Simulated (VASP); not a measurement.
# Au (Fm-3m) in VASP: a series of runs

Runs on Au. Level: PBEsol. Tasks: single point.

Program: VASP 6.6.1. These are calculated values, not measurements. Logs are shortened: lines on timing, memory, paths and dates and some standing lists are left out, and cuts for length are marked.

## (1) The cell of the first run

The structure is cubic, space group Fm-3m (No. 225). Conventional cell: a = 3.444 Å, b = 3.444 Å, c = 3.444 Å, α = 90.00°, β = 90.00°, γ = 90.00°. Au (site symmetry m-3m) has 12 Au at 2.44 Å within 3.2 Å.

## (2) Single point, PBEsol (volume scaled by 0.6)

INCAR reads:

```
SYSTEM = Au
PREC = Accurate ; ENCUT = 520
EDIFF = 1E-6 ; ISMEAR = -1
SIGMA = 0.05 ; LREAL = .FALSE.
LASPH = .TRUE. ; NELM = 100
ALGO = Normal ; ISIF = 2
LWAVE = .FALSE. ; LCHARG = .FALSE.
GGA = PS ; NBANDS = 12
```

KPOINTS reads:

```
Automatic mesh
0
G
  16 16 16
  0 0 0
```

POSCAR reads:

```
Au
1.0
    0.0000000000      1.7219823952      1.7219823952
    1.7219823952      0.0000000000      1.7219823952
    1.7219823952      1.7219823952      0.0000000000
Au
1
Direct
    0.0000000000      0.0000000000      0.0000000000
```

Potentials or basis: VASP PAW PBE potentials, release 64 (Au).

Started as:

```sh
cat potpaw_PBE.64/Au/POTCAR > POTCAR
mpirun -np 1 vasp_std > vasp.out
```

OUTCAR:

```text
SYSTEM = Au
   PREC = Accurate
   ENCUT = 520
   EDIFF = 1E-6
   ISMEAR = -1
   LREAL = .FALSE.
   LASPH = .TRUE.
   NELM = 100
   ISIF = 2
   GGA = PS

 ion  position               nearest neighbor table
   1  0.000  0.000  0.000-

  LATTYP: Found a face centered cubic cell.
 ALAT       =     3.4439647904

  Lattice vectors:

 A1 = (   0.0000000000,   1.7219823952,   1.7219823952)
 A2 = (   1.7219823952,   0.0000000000,   1.7219823952)
 A3 = (   1.7219823952,   1.7219823952,   0.0000000000)

Analysis of symmetry for initial positions (statically):
=====================================================================
 Subroutine PRICEL returns:
 Original cell was already a primitive cell.

 Routine SETGRP: Setting up the symmetry group for a
 face centered cubic supercell.

 Subroutine GETGRP returns: Found 48 space group operations
 (whereof 48 operations were pure point group operations)
 out of a pool of 48 trial point group operations.

The static configuration has the point symmetry O_h .

Analysis of symmetry for dynamics (positions and initial velocities):
=====================================================================
 Subroutine PRICEL returns:
 Original cell was already a primitive cell.

 Routine SETGRP: Setting up the symmetry group for a
 face centered cubic supercell.

 Subroutine GETGRP returns: Found 48 space group operations
 (whereof 48 operations were pure point group operations)
 out of a pool of 48 trial point group operations.

The dynamic configuration has the point symmetry O_h .

 Subroutine INISYM returns: Found 48 space group operations
 (whereof 48 operations are pure point group operations),
 and found     1 'primitive' translations

----------------------------------------------------------------------------------------

                                     Primitive cell

  volume of cell :      10.2121

  direct lattice vectors                    reciprocal lattice vectors
     0.000000000  1.721982395  1.721982395    -0.290363015  0.290363015  0.290363015
     1.721982395  0.000000000  1.721982395     0.290363015 -0.290363015  0.290363015
     1.721982395  1.721982395  0.000000000     0.290363015  0.290363015 -0.290363015

  length of vectors
     2.435250857  2.435250857  2.435250857     0.502923495  0.502923495  0.502923495

  position of ions in fractional coordinates (direct lattice)
     0.000000000  0.000000000  0.000000000

  ion indices of the primitive-cell ions
   primitive index   ion index
                 1           1
[... 73 lines left out ...]
   LREAL  =      F    real-space projection
   EDIFFG = 0.1E-04   stopping-criterion for IOM
   NSW    =      0    number of steps for IOM
   IBRION =     -1    ionic relax: 0-MD 1-quasi-New 2-CG
   NFREE  =      0    steps in history (QN), initial steepest desc. (CG)
   ISIF   =      2    stress and relaxation
   ISYM   =      2    0-nonsym 1-usesym 2-fastsym
   POTIM  = 0.5000    time-step for ionic-motion
   TEBEG  =    0.0;   TEEND  =   0.0 temperature during run
   PSTRESS=    0.0 pullay stress
   NELECT =      11.0000    total number of electrons
   NUPDOWN=      -1.0000    fix difference up-down
   EMIN   =  10.00;   EMAX   =-10.00  energy-range for DOS
   EFERMI =   0.00;   METHOD = LEGACY
   ISMEAR =    -1;   SIGMA  =   0.05  broadening in eV -4-tet -1-fermi 0-gaus
   EFERMI_NEDOS =   21; number of points for ismear=-14 and -15
   IALGO  =     38    algorithm
   IMIX   =      4    mixing-type and parameters
     AMIX     =   0.40;   BMIX     =  1.00
     AMIX_MAG =   1.60;   BMIX_MAG =  1.00
  volume/ion in A,a.u.               =      10.21        68.91
  Fermi-wavevector in a.u.,A,eV,Ry     =   1.678161  3.171265 38.317069  2.816225
  Thomas-Fermi vector in A             =   2.762299
   LORBIT       =      0    0 simple, 1 ext, 2 COOP (PROOUT), +10 PAW based schemes
   GGA     = PS    functional components
   LHFCALC =     F    Hartree Fock is set to
   AEXX    =    0.0000 exact exchange contribution
   IVDW    =     0    specifies the selected vdW correction
   LEPSILON=     F    determine dielectric tensor
   LRPA    =     F    only Hartree local field effects (RPA)
 non-spin polarized calculation
  energy-cutoff  :      520.00
  volume of cell :       10.21
 maximum number of plane-waves:       291
   NGX =  9   NGY =  9   NGZ =  9

 number of electron      10.9999999 magnetization

 Free energy of the ion-electron system (eV)
  ---------------------------------------------------
  ext. energy  EPLUGINS =         0.00000000
  ---------------------------------------------------
  free energy    TOTEN  =         0.63991796 eV

  energy without entropy =        0.64313994  energy(sigma->0) =        0.64152895

 E-fermi :  21.4665     XC(G=0): -16.0882

 val. band max:       21.3466897769   @ k =  -0.3125   0.1875   0.0000
 cond. band min:      21.4678214420   @ k =   0.5000   0.4375   0.0625
 fundamental gap:      0.1211316650
 Fermi energy:        21.4665440684

 k-point     1 :       0.0000    0.0000    0.0000
  band No.  band energies     occupation
      1       3.9633      2.00000
      2      11.9409      2.00000
      3      11.9409      2.00000
      4      11.9409      2.00000
      5      15.5854      2.00000
      6      15.5854      2.00000
      7      32.7077      0.00000
      8      39.9163      0.00000
      9      39.9163      0.00000
     10      39.9163      0.00000
     11      46.7960      0.00000
     12      56.4046      0.00000
[... 331 lines left out ...]
 k-point    24 :      -0.0625    0.0625    0.0000
  band No.  band energies     occupation
      1       4.5653      2.00000
      2      11.5885      2.00000
      3      12.1786      2.00000
      4      12.2636      2.00000
      5      15.2151      2.00000
      6      15.6126      2.00000
      7      33.7847      0.00000
      8      38.1005      0.00000
      9      40.3370      0.00000
     10      41.2802      0.00000
     11      49.6776      0.00000
     12      55.2246      0.00000

 [... further k-points ...]
[... 5 lines left out ...]
  --------------------------------------------------------------------------------------
  -------------------------------------------------------------------------------------
  Total       23.4141480     23.4141480     23.4141480     -0.0000000     -0.0000000      0.0000000
  in kB     3673.4389403   3673.4389403   3673.4389403     -0.0000000     -0.0000000      0.0000000
  external PRESSURE =    3673.4389403 kB  Pullay stress =       0.0000000 kB

 VOLUME and BASIS-vectors are now :
 -----------------------------------------------------------------------------
  energy-cutoff  :      520.00
  volume of cell :       10.21
      direct lattice vectors                 reciprocal lattice vectors
     0.000000000  1.721982395  1.721982395    -0.290363015  0.290363015  0.290363015
     1.721982395  0.000000000  1.721982395     0.290363015 -0.290363015  0.290363015
     1.721982395  1.721982395  0.000000000     0.290363015  0.290363015 -0.290363015

 POSITION                                       TOTAL-FORCE (eV/Angst)
 -----------------------------------------------------------------------------------
      0.00000      0.00000      0.00000        -0.000000     -0.000000      0.000000
 -----------------------------------------------------------------------------------
    total drift:                                0.000000     -0.000000      0.000000

  FREE ENERGIE OF THE ION-ELECTRON SYSTEM (eV)
  ---------------------------------------------------
  free  energy   TOTEN  =         0.6399179634 eV

  energy  without entropy=        0.6431399427  energy(sigma->0) =        0.64152895
```

OSZICAR:

```text
N       E                     dE             d eps       ncg     rms          rms(c)
DAV:   1     0.576586811940E+02    0.57659E+02   -0.59038E+03  3528   0.871E+02
DAV:   2     0.109449777072E+01   -0.56564E+02   -0.54042E+02  4164   0.220E+02
DAV:   3     0.339880585539E+00   -0.75462E+00   -0.75423E+00  4320   0.230E+01
DAV:   4     0.338177403584E+00   -0.17032E-02   -0.17031E-02  4268   0.126E+00
DAV:   5     0.338170879586E+00   -0.65240E-05   -0.65269E-05  4364   0.690E-02    0.466E+01
DAV:   6     0.537300241807E+00    0.19913E+00   -0.84798E-02  4092   0.273E+00    0.275E+01
DAV:   7     0.637938281707E+00    0.10064E+00   -0.87282E-02  4160   0.267E+00    0.918E-01
DAV:   8     0.639929601997E+00    0.19913E-02   -0.72745E-03  4128   0.875E-01    0.118E-01
DAV:   9     0.639922756990E+00   -0.68450E-05   -0.35155E-05  4288   0.586E-02    0.308E-02
DAV:  10     0.639918001923E+00   -0.47551E-05   -0.26862E-06  4260   0.107E-02    0.219E-03
DAV:  11     0.639917963377E+00   -0.38545E-07   -0.84428E-08  2452   0.263E-03
   1 F= 0.63991796E+00 E0= 0.64152895E+00  d E =-.322198E-02
```

stdout:

```text
POSCAR found type information on POSCAR Au
 POSCAR found :  1 types and       1 ions
 scaLAPACK will be used
 -----------------------------------------------------------------------------
|                                                                             |
|                                                                             |
|     You enforced a specific xc type in the INCAR file but a different       |
|     I HOPE YOU KNOW WHAT YOU ARE DOING!                                     |
|                                                                             |
 -----------------------------------------------------------------------------

 LDA part: xc-table for (Slater+PW92), standard interpolation
 POSCAR, INCAR and KPOINTS ok, starting setup
 FFT: planning ... GRIDC
 FFT: planning ... GRID_SOFT
 FFT: planning ... GRID
 WAVECAR not read
 entering main loop
```

Wall time 7 s (1 thread of AMD EPYC 9R45 (Zen 5), shared host); peak memory 0.1 GiB.

Results:

```
Free energy : 0.6399 eV
Pressure    : 367.3 GPa
```

Caveat: the PAW data sets were made with another functional, which shifts forces and pressure a little; spin-orbit coupling is left out, which moves the levels of the heavy elements.

## (3) Single point, PBEsol (volume scaled by 0.6)

INCAR reads:

```
PREC     = Accurate       # precision mode
ENCUT    = 520            # plane-wave cutoff, eV
EDIFF    = 1E-6           # SCF threshold, eV
ISMEAR   = -1             # smearing method
SIGMA    = 0.05           # smearing width, eV
LREAL    = False          # projectors in reciprocal space
LASPH    = True           # aspherical terms in the spheres
NELM     = 80             # most SCF steps
ALGO     = Normal         # electronic algorithm
ISIF     = 2              # what is computed and relaxed
LWAVE    = False          # write WAVECAR
LCHARG   = True           # write CHGCAR
GGA      = PS             # functional
LELF     = True           # ELF
LVHAR    = True         
NBANDS   = 12             # bands
```

KPOINTS reads:

```
regular mesh
0
Gamma
  16 16 16
```

POSCAR is that of step 2.

Potentials or basis: VASP PAW PBE potentials, release 64 (Au).

Started as:

```sh
cat potpaw_PBE.64/Au/POTCAR > POTCAR
mpirun -np 1 vasp_std > vasp.out
```

OUTCAR:

```text
PREC = Accurate
   ENCUT = 520
   EDIFF = 1E-6
   ISMEAR = -1
   LREAL = False
   LASPH = True
   NELM = 80
   ISIF = 2
   GGA = PS

 ion  position               nearest neighbor table
   1  0.000  0.000  0.000-

  LATTYP: Found a face centered cubic cell.
 ALAT       =     3.4439647904

  Lattice vectors:

 A1 = (   0.0000000000,   1.7219823952,   1.7219823952)
 A2 = (   1.7219823952,   0.0000000000,   1.7219823952)
 A3 = (   1.7219823952,   1.7219823952,   0.0000000000)

Analysis of symmetry for initial positions (statically):
=====================================================================
 Subroutine PRICEL returns:
 Original cell was already a primitive cell.

 Routine SETGRP: Setting up the symmetry group for a
 face centered cubic supercell.

 Subroutine GETGRP returns: Found 48 space group operations
 (whereof 48 operations were pure point group operations)
 out of a pool of 48 trial point group operations.

The static configuration has the point symmetry O_h .

Analysis of symmetry for dynamics (positions and initial velocities):
=====================================================================
 Subroutine PRICEL returns:
 Original cell was already a primitive cell.

 Routine SETGRP: Setting up the symmetry group for a
 face centered cubic supercell.

 Subroutine GETGRP returns: Found 48 space group operations
 (whereof 48 operations were pure point group operations)
 out of a pool of 48 trial point group operations.

The dynamic configuration has the point symmetry O_h .

 Subroutine INISYM returns: Found 48 space group operations
 (whereof 48 operations are pure point group operations),
 and found     1 'primitive' translations

----------------------------------------------------------------------------------------

                                     Primitive cell
[... 106 lines left out ...]
   IALGO  =     38    algorithm
   IMIX   =      4    mixing-type and parameters
     AMIX     =   0.40;   BMIX     =  1.00
     AMIX_MAG =   1.60;   BMIX_MAG =  1.00
  volume/ion in A,a.u.               =      10.21        68.91
  Fermi-wavevector in a.u.,A,eV,Ry     =   1.678161  3.171265 38.317069  2.816225
  Thomas-Fermi vector in A             =   2.762299
   LORBIT       =      0    0 simple, 1 ext, 2 COOP (PROOUT), +10 PAW based schemes
   GGA     = PS    functional components
   LHFCALC =     F    Hartree Fock is set to
   AEXX    =    0.0000 exact exchange contribution
   IVDW    =     0    specifies the selected vdW correction
   LEPSILON=     F    determine dielectric tensor
   LRPA    =     F    only Hartree local field effects (RPA)
 non-spin polarized calculation
  energy-cutoff  :      520.00
  volume of cell :       10.21
 maximum number of plane-waves:       291
   NGX =  9   NGY =  9   NGZ =  9

 number of electron      10.9999999 magnetization

 Free energy of the ion-electron system (eV)
  ---------------------------------------------------
  ext. energy  EPLUGINS =         0.00000000
  ---------------------------------------------------
  free energy    TOTEN  =         0.63991796 eV

  energy without entropy =        0.64313994  energy(sigma->0) =        0.64152895

 E-fermi :  21.4665     XC(G=0): -16.0882

 val. band max:       21.3466897769   @ k =  -0.3125   0.1875   0.0000
 cond. band min:      21.4678214420   @ k =   0.5000   0.4375   0.0625
 fundamental gap:      0.1211316650
 Fermi energy:        21.4665440684

 k-point     1 :       0.0000    0.0000    0.0000
  band No.  band energies     occupation
      1       3.9633      2.00000
      2      11.9409      2.00000
      3      11.9409      2.00000
      4      11.9409      2.00000
      5      15.5854      2.00000
      6      15.5854      2.00000
      7      32.7077      0.00000
      8      39.9163      0.00000
      9      39.9163      0.00000
     10      39.9163      0.00000
     11      46.7960      0.00000
     12      56.4046      0.00000
[... 331 lines left out ...]
 k-point    24 :      -0.0625    0.0625    0.0000
  band No.  band energies     occupation
      1       4.5653      2.00000
      2      11.5885      2.00000
      3      12.1786      2.00000
      4      12.2636      2.00000
      5      15.2151      2.00000
      6      15.6126      2.00000
      7      33.7847      0.00000
      8      38.1005      0.00000
      9      40.3370      0.00000
     10      41.2802      0.00000
     11      49.6776      0.00000
     12      55.2246      0.00000

 [... further k-points ...]
[... 5 lines left out ...]
  --------------------------------------------------------------------------------------
  -------------------------------------------------------------------------------------
  Total       23.4141480     23.4141480     23.4141480     -0.0000000     -0.0000000      0.0000000
  in kB     3673.4389403   3673.4389403   3673.4389403     -0.0000000     -0.0000000      0.0000000
  external PRESSURE =    3673.4389403 kB  Pullay stress =       0.0000000 kB

 VOLUME and BASIS-vectors are now :
 -----------------------------------------------------------------------------
  energy-cutoff  :      520.00
  volume of cell :       10.21
      direct lattice vectors                 reciprocal lattice vectors
     0.000000000  1.721982395  1.721982395    -0.290363015  0.290363015  0.290363015
     1.721982395  0.000000000  1.721982395     0.290363015 -0.290363015  0.290363015
     1.721982395  1.721982395  0.000000000     0.290363015  0.290363015 -0.290363015

 POSITION                                       TOTAL-FORCE (eV/Angst)
 -----------------------------------------------------------------------------------
      0.00000      0.00000      0.00000        -0.000000     -0.000000      0.000000
 -----------------------------------------------------------------------------------
    total drift:                                0.000000     -0.000000      0.000000

  FREE ENERGIE OF THE ION-ELECTRON SYSTEM (eV)
  ---------------------------------------------------
  free  energy   TOTEN  =         0.6399179634 eV

  energy  without entropy=        0.6431399427  energy(sigma->0) =        0.64152895
```

stdout:

```text
POSCAR found type information on POSCAR Au
 POSCAR found :  1 types and       1 ions
 scaLAPACK will be used
 -----------------------------------------------------------------------------
|                                                                             |
|                                                                             |
|     You enforced a specific xc type in the INCAR file but a different       |
|     I HOPE YOU KNOW WHAT YOU ARE DOING!                                     |
|                                                                             |
 -----------------------------------------------------------------------------

 LDA part: xc-table for (Slater+PW92), standard interpolation
 POSCAR, INCAR and KPOINTS ok, starting setup
 FFT: planning ... GRIDC
 FFT: planning ... GRID_SOFT
 FFT: planning ... GRID
 WAVECAR not read
 entering main loop
```

It took 7.7 s on 1 thread of AMD EPYC 9R45 (Zen 5), shared host; peak memory 0.1 GiB.

Results:

| Property | Result |
| --- | --- |
| Free energy | 0.6399 eV |
| Pressure | 367.3 GPa |

Caveat: the PAW data sets were made with another functional, which shifts forces and pressure a little; spin-orbit coupling is left out, which moves the levels of the heavy elements.

## (4) Single point, PBEsol (volume scaled by 0.7)

INCAR reads:

```
SYSTEM = Au
ALGO = Normal ; EDIFF = 1E-7
ENCUT = 520 ; GGA = PS
ISIF = 2 ; ISMEAR = -1
LASPH = .True. ; LCHARG = .False.
LREAL = .False. ; LWAVE = .False.
NBANDS = 12 ; NELM = 80
PREC = Accurate ; SIGMA = 0.05
```

KPOINTS reads:

```
k-points
0
Gamma
  16 16 16
  0 0 0
```

POSCAR reads:

```
Au
1.0
    0.0000000000      1.8127766715      1.8127766715
    1.8127766715      0.0000000000      1.8127766715
    1.8127766715      1.8127766715      0.0000000000
Au
1
Direct
    0.0000000000      0.0000000000      0.0000000000
```

Started as:

```sh
cat potpaw_PBE.64/Au/POTCAR > POTCAR
mpirun -np 1 vasp_std > vasp.out
```

Run time: 9.9 s. Hardware: 1 thread of AMD EPYC 9R45 (Zen 5), shared host; peak memory 0.11 GiB.

Results (log left out):

```
Free energy : -2.0833 eV
Pressure    : 169.3 GPa
```

Levels at points of the mesh, in eV from the Fermi level:
| k point | band 2 | band 3 | band 4 | band 5 | band 6 | band 7 | band 8 | band 9 | band 10 | band 11 |
| --- | --- | --- | --- | --- | --- | --- | --- | --- | --- | --- |
| (0.00, 0.00, 0.00) | -7.59 | -7.59 | -7.59 | -4.76 | -4.76 | 12.82 | 18.98 | 18.98 | 18.98 | 25.19 |
| (0.50, 0.00, 0.00) | -7.70 | -7.70 | -3.23 | -2.52 | -2.52 | 5.23 | 12.40 | 19.06 | 19.06 | 30.79 |
| (0.50, 0.50, 0.00) | -11.25 | -2.57 | -1.90 | -1.90 | -0.43 | 9.09 | 10.49 | 10.49 | 21.12 | 25.37 |

Caveat: the PAW data sets were made with another functional, which shifts forces and pressure a little; spin-orbit coupling is left out, which moves the levels of the heavy elements.
